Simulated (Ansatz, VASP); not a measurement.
**Pb: VASP beside Ansatz**

INCAR

```
PREC = Accurate ; ENCUT = 520
EDIFF = 1E-6 ; ISMEAR = 0
SIGMA = 0.15 ; LREAL = F
LASPH = T ; NELM = 80
ALGO = Fast ; ISIF = 2
LWAVE = F ; LCHARG = F
GGA = PS ; NBANDS = 13
```

The input KPOINTS:

```
regular mesh
0
Gamma
  16 16 16
```

Contents of POSCAR:

```
Pb
1.0
    0.0000000000      2.5685920000      2.3710080000
    2.5685920000      0.0000000000      2.3710080000
    2.5685920000      2.5685920000      0.0000000000
Pb
1
Direct
    0.0000000000      0.0000000000      0.0000000000
```

Input for Ansatz:

```yaml
crystal:
  lattice:
    - [0.0, 2.568592, 2.371008]
    - [2.568592, 0.0, 2.371008]
    - [2.568592, 2.568592, 0.0]
  atoms:
    - { symbol: Pb, position: [0.0, 0.0, 0.0] }
basis:
  ecutwfc: 420
kpoints:
  mp_grid: { grid: [16, 16, 16] }
hamiltonian:
  xc: pbesol
scf:
  occupations: { method: gaussian, width: 0.15 }
output:
  forces: true
  stress: true
  eigenvalues: true
```

Change from the starting cell: strain +0.040 along x and y, -0.040 along z, atoms carried along.

Alike in both runs: task single point; functional PBEsol; k mesh 16 × 16 × 16; occupations gaussian, width 0.15 eV; no spin polarisation.

|  | VASP | Ansatz |
| --- | --- | --- |
| version | VASP 6.6.1 | Ansatz 0.2.0 |
| potentials or method | VASP PAW PBE potentials, release 64 (Pb_d), cutoff 520 eV | scalar-relativistic, plane waves, PAW |
| valence electrons in the cell | 14 | 14 |

Ansatz gave:

| Item | Value |
| --- | --- |
| gap on the k mesh at the Fermi level (eV) | none |
| pressure (GPa) | -1.8 |
| traceless stress, the component that is largest in VASP (GPa) | 0.70 |

Which values does VASP return?

gap on the k mesh at the Fermi level (eV): none; pressure (GPa): -1.8; traceless stress, the component that is largest in VASP (GPa): 0.69.

VASP's potentials were made for PBE, not for PBEsol. A gap of «none» marks a metal or a gap that the smearing closes.

Spin-orbit coupling is off throughout.
